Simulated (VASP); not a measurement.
# AlCo (Pm-3m) in VASP: notebook

The runs below take AlCo through single point, with LDA.

All numbers are computed with VASP 6.6.1; they aren't measurements. Logs are shortened: lines on timing, memory, paths and dates and some standing lists are left out, and cuts for length are marked.

**1. The cell of the first run**

Symmetry: Pm-3m, No. 221, cubic system. Conventional cell: a = 2.781 Å, b = 2.781 Å, c = 2.781 Å, α = 90.00°, β = 90.00°, γ = 90.00°. Co (site symmetry m-3m) has 8 Al at 2.41 Å and 6 Co at 2.78 Å within 3.2 Å. Within 3.2 Å of Al (site symmetry m-3m) lie 8 Co at 2.41 Å and 6 Al at 2.78 Å.

**2. Single point, LDA, collinear spin, ferromagnetic start (volume scaled by 0.96)**

Contents of INCAR:

```
PREC = Accurate ; ENCUT = 520
EDIFF = 1E-6 ; ISMEAR = -1
SIGMA = 0.05 ; LREAL = False
LASPH = True ; NELM = 150
ALGO = Fast ; ISIF = 2
LWAVE = False ; LCHARG = True
ISPIN = 2 ; MAGMOM = 2 0
LORBIT = 11 ; LMAXMIX = 4
LELF = True ; LVHAR = True
NBANDS = 17
```

Contents of KPOINTS:

```
Automatic mesh
0
Gamma
  9 9 9
```

Contents of POSCAR:

```
AlCo
1.0
    2.7812984956      0.0000000000      0.0000000000
    0.0000000000      2.7812984956      0.0000000000
    0.0000000000      0.0000000000      2.7812984956
Co Al
1 1
Direct
    0.5000000000      0.5000000000      0.5000000000
    0.0000000000      0.0000000000      0.0000000000
```

Potentials or basis: VASP PAW LDA potentials, release 64 (Co, Al).

Command:

```console
$ cat potpaw_LDA.64/Co/POTCAR potpaw_LDA.64/Al/POTCAR > POTCAR
$ mpirun -np 1 vasp_std > vasp.out
```

OUTCAR:

```text
PREC = Accurate
   ENCUT = 520
   EDIFF = 1E-6
   ISMEAR = -1
   LREAL = False
   LASPH = True
   NELM = 150
   ISIF = 2
   ISPIN = 2
   LORBIT = 11

 ion  position               nearest neighbor table
   1  0.500  0.500  0.500-   2 2.41   2 2.41   2 2.41   2 2.41   2 2.41   2 2.41   2 2.41   2 2.41

   2  0.000  0.000  0.000-   1 2.41   1 2.41   1 2.41   1 2.41   1 2.41   1 2.41   1 2.41   1 2.41

  LATTYP: Found a simple cubic cell.
 ALAT       =     2.7812984956

  Lattice vectors:

 A1 = (   2.7812984956,   0.0000000000,   0.0000000000)
 A2 = (   0.0000000000,   2.7812984956,   0.0000000000)
 A3 = (   0.0000000000,   0.0000000000,   2.7812984956)

Analysis of symmetry for initial positions (statically):
=====================================================================
 Subroutine PRICEL returns:
 Original cell was already a primitive cell.

 Routine SETGRP: Setting up the symmetry group for a
 simple cubic supercell.

 Subroutine GETGRP returns: Found 48 space group operations
 (whereof 48 operations were pure point group operations)
 out of a pool of 48 trial point group operations.

The static configuration has the point symmetry O_h .

Analysis of symmetry for dynamics (positions and initial velocities):
=====================================================================
 Subroutine PRICEL returns:
 Original cell was already a primitive cell.

 Routine SETGRP: Setting up the symmetry group for a
 simple cubic supercell.

 Subroutine GETGRP returns: Found 48 space group operations
 (whereof 48 operations were pure point group operations)
 out of a pool of 48 trial point group operations.

The dynamic configuration has the point symmetry O_h .

Analysis of structural, dynamic, and magnetic symmetry:
=====================================================================
 Subroutine PRICEL returns:
 Original cell was already a primitive cell.

 Routine SETGRP: Setting up the symmetry group for a
 simple cubic supercell.

 Subroutine GETGRP returns: Found 48 space group operations
 (whereof 48 operations were pure point group operations)
 out of a pool of 48 trial point group operations.

The overall configuration has the point symmetry O_h .

 Subroutine INISYM returns: Found 48 space group operations
 (whereof 48 operations are pure point group operations),
 and found     1 'primitive' translations

----------------------------------------------------------------------------------------

                                     Primitive cell

  volume of cell :      21.5151

  direct lattice vectors                    reciprocal lattice vectors
     2.781298496  0.000000000  0.000000000     0.359544293  0.000000000  0.000000000
     0.000000000  2.781298496  0.000000000     0.000000000  0.359544293  0.000000000
     0.000000000  0.000000000  2.781298496     0.000000000  0.000000000  0.359544293

  length of vectors
     2.781298496  2.781298496  2.781298496     0.359544293  0.359544293  0.359544293

  position of ions in fractional coordinates (direct lattice)
     0.500000000  0.500000000  0.500000000
     0.000000000  0.000000000  0.000000000

  ion indices of the primitive-cell ions
   primitive index   ion index
                 1           1
                 2           2

----------------------------------------------------------------------------------------

 KPOINTS: Automatic mesh

Automatic generation of k-mesh.
 Grid dimensions read from file:
 generate k-points for:    9    9    9

 Generating k-lattice:

  Cartesian coordinates                     Fractional coordinates (reciprocal lattice)
     0.039949366  0.000000000  0.000000000     0.111111111  0.000000000  0.000000000
     0.000000000  0.039949366  0.000000000     0.000000000  0.111111111  0.000000000
     0.000000000  0.000000000  0.039949366     0.000000000  0.000000000  0.111111111

  Length of vectors
     0.039949366  0.039949366  0.039949366

  Shift w.r.t. Gamma in fractional coordinates (k-lattice)
     0.000000000  0.000000000  0.000000000

 Subroutine IBZKPT returns following result:
 ===========================================

 Found     35 irreducible k-points:

 Following reciprocal coordinates:
            Coordinates               Weight
  0.000000  0.000000  0.000000      1.000000
  0.111111  0.000000  0.000000      6.000000
  0.222222  0.000000  0.000000      6.000000
  0.333333  0.000000  0.000000      6.000000
  0.444444  0.000000  0.000000      6.000000
  0.111111  0.111111  0.000000     12.000000
[... 16 lines left out ...]
  0.333333  0.333333  0.111111     24.000000
  0.444444  0.333333  0.111111     48.000000
 [... further k-points ...]
   k-points           NKPTS =     35   k-points in BZ     NKDIM =     35   number of bands    NBANDS=     17
   number of dos      NEDOS =    301   number of ions     NIONS =      2
   total plane-waves  NPLWV =  13824
   dimension x,y,z NGX =    24 NGY =   24 NGZ =   24
   dimension x,y,z NGXF=    48 NGYF=   48 NGZF=   48
   ions per type =               1   1
   NGX,Y,Z   is equivalent  to a cutoff of  14.35, 14.35, 14.35 a.u.
   NGXF,Y,Z  is equivalent  to a cutoff of  28.69, 28.69, 28.69 a.u.
 SYSTEM =  unknown system
   PREC   = accura    normal or accurate (medium, high low for compatibility)
   ISTART =      0    job   : 0-new  1-cont  2-samecut
   ICHARG =      2    charge: 1-file 2-atom 10-const
   ISPIN  =      2    spin polarized calculation?
   LNONCOLLINEAR =      F non collinear calculations
   LSORBIT =      F    spin-orbit coupling
   LASPH  =      T    aspherical Exc in radial PAW
   ENCUT  =  520.0 eV  38.22 Ry    6.18 a.u.   5.17  5.17  5.17*2*pi/ulx,y,z
   NELM   =    150;   NELMIN=  2; NELMDL= -5     # of ELM steps
   EDIFF  = 0.1E-05   stopping-criterion for ELM
   LREAL  =      F    real-space projection
   EDIFFG = 0.1E-04   stopping-criterion for IOM
   NSW    =      0    number of steps for IOM
   IBRION =     -1    ionic relax: 0-MD 1-quasi-New 2-CG
   NFREE  =      0    steps in history (QN), initial steepest desc. (CG)
   ISIF   =      2    stress and relaxation
   ISYM   =      2    0-nonsym 1-usesym 2-fastsym
   POTIM  = 0.5000    time-step for ionic-motion
   TEBEG  =    0.0;   TEEND  =   0.0 temperature during run
   PSTRESS=    0.0 pullay stress
   NELECT =      12.0000    total number of electrons
   NUPDOWN=      -1.0000    fix difference up-down
   EMIN   =  10.00;   EMAX   =-10.00  energy-range for DOS
   EFERMI =   0.00;   METHOD = LEGACY
   ISMEAR =    -1;   SIGMA  =   0.05  broadening in eV -4-tet -1-fermi 0-gaus
   EFERMI_NEDOS =   21; number of points for ismear=-14 and -15
   IALGO  =     68    algorithm
   IMIX   =      4    mixing-type and parameters
     AMIX     =   0.40;   BMIX     =  1.00
     AMIX_MAG =   1.60;   BMIX_MAG =  1.00
  volume/ion in A,a.u.               =      10.76        72.60
  Fermi-wavevector in a.u.,A,eV,Ry     =   1.347579  2.546556 24.707769  1.815970
  Thomas-Fermi vector in A             =   2.475318
   LORBIT       =     11    0 simple, 1 ext, 2 COOP (PROOUT), +10 PAW based schemes
   GGA     = CA    functional components
   LHFCALC =     F    Hartree Fock is set to
   AEXX    =    0.0000 exact exchange contribution
   IVDW    =     0    specifies the selected vdW correction
   LEPSILON=     F    determine dielectric tensor
   LRPA    =     F    only Hartree local field effects (RPA)
 spin polarized calculation
 RMM-DIIS sequential band-by-band and
  energy-cutoff  :      520.00
  volume of cell :       21.52
 maximum number of plane-waves:       588
 NGX is ok and might be reduce to    24
   NGX = 11   NGY = 11   NGZ = 11

 number of electron      12.0000003 magnetization       0.0007701

 number of electron      12.0000003 magnetization      -0.0001237

 Free energy of the ion-electron system (eV)
  ---------------------------------------------------
  ext. energy  EPLUGINS =         0.00000000
  ---------------------------------------------------
  free energy    TOTEN  =       -13.71281488 eV

  energy without entropy =      -13.70902535  energy(sigma->0) =      -13.71092011

 E-fermi :  11.2900     XC(G=0): -12.8739

 val. band max:       11.2343254465   @ k =   0.4444   0.4444   0.1111
 cond. band min:      11.4173007357   @ k =   0.4444   0.3333   0.0000
 fundamental gap:      0.1829752892
 Fermi energy:        11.2900389722

 spin component 1

 k-point     1 :       0.0000    0.0000    0.0000
  band No.  band energies     occupation
      1      -0.1998      1.00000
      2       7.9815      1.00000
      3       7.9815      1.00000
      4      10.4164      1.00000
      5      10.4164      1.00000
      6      10.4164      1.00000
[... 9 lines left out ...]
     16      35.8371      0.00000
     17      35.8371      0.00000
[... 441 lines left out ...]
 k-point    24 :       0.4444    0.3333    0.1111
  band No.  band energies     occupation
      1       5.1336      1.00000
      2       6.8221      1.00000
      3       8.4026      1.00000
      4       9.0180      1.00000
      5       9.8489      1.00000
      6      10.0026      1.00000
[... 9 lines left out ...]
     16      33.7847      0.00000
     17      35.3283      0.00000

 [... further k-points ...]

 spin component 2

 k-point     1 :       0.0000    0.0000    0.0000
  band No.  band energies     occupation
      1      -0.1998      1.00000
      2       7.9814      1.00000
      3       7.9814      1.00000
      4      10.4161      1.00000
      5      10.4161      1.00000
      6      10.4161      1.00000
[... 9 lines left out ...]
     16      35.8372      0.00000
     17      35.8372      0.00000
[... 441 lines left out ...]
 k-point    24 :       0.4444    0.3333    0.1111
  band No.  band energies     occupation
      1       5.1336      1.00000
      2       6.8220      1.00000
      3       8.4026      1.00000
      4       9.0179      1.00000
      5       9.8487      1.00000
      6      10.0024      1.00000
[... 9 lines left out ...]
     16      33.7847      0.00000
     17      35.3283      0.00000

 [... further k-points ...]
[... 5 lines left out ...]
  --------------------------------------------------------------------------------------
  -------------------------------------------------------------------------------------
  Total        0.4215054      0.4215054      0.4215054      0.0000000     -0.0000000      0.0000000
  in kB       31.3885227     31.3885227     31.3885227      0.0000000     -0.0000000      0.0000000
  external PRESSURE =      31.3885227 kB  Pullay stress =       0.0000000 kB

 VOLUME and BASIS-vectors are now :
 -----------------------------------------------------------------------------
  energy-cutoff  :      520.00
  volume of cell :       21.52
      direct lattice vectors                 reciprocal lattice vectors
     2.781298496  0.000000000  0.000000000     0.359544293  0.000000000  0.000000000
     0.000000000  2.781298496  0.000000000     0.000000000  0.359544293  0.000000000
     0.000000000  0.000000000  2.781298496     0.000000000  0.000000000  0.359544293

 POSITION                                       TOTAL-FORCE (eV/Angst)
 -----------------------------------------------------------------------------------
      1.39065      1.39065      1.39065         0.000000      0.000000      0.000000
      0.00000      0.00000      0.00000         0.000000      0.000000      0.000000
 -----------------------------------------------------------------------------------
    total drift:                                0.000000     -0.000000     -0.000000

  FREE ENERGIE OF THE ION-ELECTRON SYSTEM (eV)
  ---------------------------------------------------
  free  energy   TOTEN  =       -13.7128148758 eV

  energy  without entropy=      -13.7090253535  energy(sigma->0) =      -13.71092011

 total charge

# of ion       s       p       d       tot
------------------------------------------
    1        0.465   0.566   7.590   8.621
    2        0.409   0.468   0.000   0.877
--------------------------------------------------
tot          0.875   1.033   7.590   9.498

 magnetization (x)

# of ion       s       p       d       tot
------------------------------------------
    1        0.000   0.000  -0.000  -0.000
    2        0.000   0.000   0.000   0.000
--------------------------------------------------
tot          0.000   0.000  -0.000  -0.000
```

It took 22 s on 1 thread of Intel Xeon Platinum 8259CL at 2.50GHz (Skylake/Cascade Lake), shared host; peak memory 0.14 GiB.

Results:

```yaml
Free_energy: -13.7128 eV
Pressure: 3.1 GPa
Band_gap_on_the_k_mesh: zero (filled and empty bands overlap)
Net_moment: 0.00 μB per cell
Valence_electrons_inside_the_program's_atomic_spheres: Co 8.62; Al 0.88
```

Caveat: the cell differs from its parent crystal (volume scaled by 0.96); the starting moments collapsed, and a magnetic state may lie lower.

**3. Single point, LDA, collinear spin, ferromagnetic start (volume scaled by 0.98)**

Contents of INCAR:

```
SYSTEM = AlCo
PREC     = Accurate       ! precision mode
ENCUT    = 520            ! plane-wave cutoff, eV
EDIFF    = 1E-7           ! SCF threshold, eV
ISMEAR   = -1             ! smearing method
SIGMA    = 0.05           ! smearing width, eV
LREAL    = .FALSE.        ! projectors in reciprocal space
LASPH    = .TRUE.         ! aspherical terms in the spheres
NELM     = 150            ! most SCF steps
ALGO     = Normal         ! electronic algorithm
ISIF     = 2              ! what is computed and relaxed
LWAVE    = .FALSE.        ! write WAVECAR
LCHARG   = .FALSE.        ! write CHGCAR
ISPIN    = 2              ! spin polarisation
MAGMOM   = 2 0            ! initial moments
LORBIT   = 11             ! projections on sites
LMAXMIX  = 4              ! l up to which the mixer works
GGA      = CA             ! functional
NBANDS   = 17             ! bands
```

Contents of KPOINTS:

```
Automatic mesh
0
G
  9 9 9
  0 0 0
```

Contents of POSCAR:

```
AlCo
1.0
    2.8004804707      0.0000000000      0.0000000000
    0.0000000000      2.8004804707      0.0000000000
    0.0000000000      0.0000000000      2.8004804707
Co Al
1 1
Direct
    0.5000000000      0.5000000000      0.5000000000
    0.0000000000      0.0000000000      0.0000000000
```

Potentials or basis: VASP PAW LDA potentials, release 64 (Co, Al).

Command:

```console
$ cat potpaw_LDA.64/Co/POTCAR potpaw_LDA.64/Al/POTCAR > POTCAR
$ mpirun -np 1 vasp_std > vasp.out
```

Wall time 21 s (1 thread of Intel Xeon Platinum 8259CL at 2.50GHz (Skylake/Cascade Lake), shared host); peak memory 0.14 GiB.

The run converged. Its results:

* Free energy: -13.7156 eV
* Pressure: -1.2 GPa
* Band gap on the k mesh: zero (filled and empty bands overlap)
* Net moment: 0.00 μB per cell
* Valence electrons inside the program's atomic spheres: Co 8.58; Al 0.86

Levels at points of the mesh, in eV from the Fermi level:
Spin up:
| k point | band 4 | band 5 | band 6 | band 7 | band 8 | band 9 |
| --- | --- | --- | --- | --- | --- | --- |
| (0.00, 0.00, 0.00) | -0.84 | -0.84 | -0.84 | 6.24 | 6.24 | 6.24 |
Spin down:
```
           k point  band 3  band 4  band 5  band 6  band 7  band 8  band 9  band 10
(0.00, 0.00, 0.00)   -3.20   -0.84   -0.84   -0.84    6.24    6.24    6.24     9.07
```

Caveat: the cell differs from its parent crystal (volume scaled by 0.98); the starting moments collapsed, and a magnetic state may lie lower.

**4. Single point, LDA, collinear spin, ferromagnetic start**

This run uses another cell than the first one, of 11.21 Å³/atom, 1.042 times its volume.

Contents of INCAR:

```
PREC     = Accurate       # precision mode
ENCUT    = 520            # plane-wave cutoff, eV
EDIFF    = 1E-6           # SCF threshold, eV
ISMEAR   = -1             # smearing method
SIGMA    = 0.05           # smearing width, eV
LREAL    = False          # projectors in reciprocal space
LASPH    = True           # aspherical terms in the spheres
NELM     = 150            # most SCF steps
ALGO     = Normal         # electronic algorithm
ISIF     = 2              # what is computed and relaxed
LWAVE    = False          # write WAVECAR
LCHARG   = False          # write CHGCAR
ISPIN    = 2              # spin polarisation
MAGMOM   = 2 0            # initial moments
LORBIT   = 11             # projections on sites
LMAXMIX  = 4              # l up to which the mixer works
NBANDS   = 17             # bands
```

Contents of KPOINTS:

```
Automatic mesh
0
Gamma
  9 9 9
```

Contents of POSCAR:

```
AlCo
1.0
    2.8194032100      0.0000000000      0.0000000000
    0.0000000000      2.8194032100      0.0000000000
    0.0000000000      0.0000000000      2.8194032100
Co Al
1 1
Direct
    0.5000000000      0.5000000000      0.5000000000
    0.0000000000      0.0000000000      0.0000000000
```

Command:

```console
$ cat potpaw_LDA.64/Co/POTCAR potpaw_LDA.64/Al/POTCAR > POTCAR
$ mpirun -np 1 vasp_std > vasp.out
```

Run time: 20 s. Hardware: 1 thread of Intel Xeon Platinum 8259CL at 2.50GHz (Skylake/Cascade Lake), shared host; peak memory 0.15 GiB.

It converged, with:

```
Free energy                                           : -13.7067 eV
Pressure                                              : -5.1 GPa
Band gap on the k mesh                                : zero (filled and empty bands overlap)
Net moment                                            : 0.00 μB per cell
Valence electrons inside the program's atomic spheres : Co 8.54; Al 0.85
```

Levels at points of the mesh, in eV from the Fermi level:
Spin up:
| k point | band 4 | band 5 | band 6 | band 7 | band 8 | band 9 |
| --- | --- | --- | --- | --- | --- | --- |
| (0.00, 0.00, 0.00) | -0.82 | -0.82 | -0.82 | 6.13 | 6.13 | 6.13 |
Spin down:
```tsv
k point	band 3	band 4	band 5	band 6	band 7	band 8	band 9	band 10
(0.00, 0.00, 0.00)	-3.10	-0.82	-0.82	-0.82	6.13	6.13	6.13	8.99
```

Caveat: the starting moments collapsed, and a magnetic state may lie lower.

**5. Single point, LDA, collinear spin, ferromagnetic start (volume scaled by 1.02)**

Contents of INCAR:

```
SYSTEM = AlCo
ALGO = Normal
EDIFF = 1E-6
ENCUT = 520
GGA = CA
ISIF = 2
ISMEAR = -1
ISPIN = 2
LASPH = .TRUE.
LCHARG = .FALSE.
LMAXMIX = 4
LORBIT = 11
LREAL = .FALSE.
LWAVE = .FALSE.
MAGMOM = 2 0
NBANDS = 17
NELM = 150
PREC = Accurate
SIGMA = 0.05
```

Contents of KPOINTS:

```
k-points
0
G
  9 9 9
  0 0 0
```

Contents of POSCAR:

```
AlCo
1.0
    2.8380752986      0.0000000000      0.0000000000
    0.0000000000      2.8380752986      0.0000000000
    0.0000000000      0.0000000000      2.8380752986
Co Al
1 1
Direct
    0.5000000000      0.5000000000      0.5000000000
    0.0000000000      0.0000000000      0.0000000000
```

Command:

```console
$ cat potpaw_LDA.64/Co/POTCAR potpaw_LDA.64/Al/POTCAR > POTCAR
$ mpirun -np 1 vasp_std > vasp.out
```

Wall time 18 s (1 thread of Intel Xeon Platinum 8259CL at 2.50GHz (Skylake/Cascade Lake), shared host); peak memory 0.14 GiB.

Results (log left out):

* Free energy: -13.6875 eV
* Pressure: -8.6 GPa
* Band gap on the k mesh: zero (filled and empty bands overlap)
* Net moment: 0.00 μB per cell
* Valence electrons inside the program's atomic spheres: Co 8.50; Al 0.84

Levels at points of the mesh, in eV from the Fermi level:
Spin up:
| k point | band 3 | band 4 | band 5 | band 6 | band 7 | band 8 | band 9 | band 10 |
| --- | --- | --- | --- | --- | --- | --- | --- | --- |
| (0.00, 0.00, 0.00) | -3.01 | -0.79 | -0.79 | -0.79 | 6.04 | 6.04 | 6.04 | 8.91 |
Spin down:
```
           k point  band 2  band 3  band 4  band 5  band 6  band 7  band 8  band 9  band 10  band 11
(0.00, 0.00, 0.00)   -3.01   -3.01   -0.79   -0.79   -0.79    6.04    6.04    6.04     8.91     8.91
```

Caveat: the cell differs from its parent crystal (volume scaled by 1.02); the starting moments collapsed, and a magnetic state may lie lower.
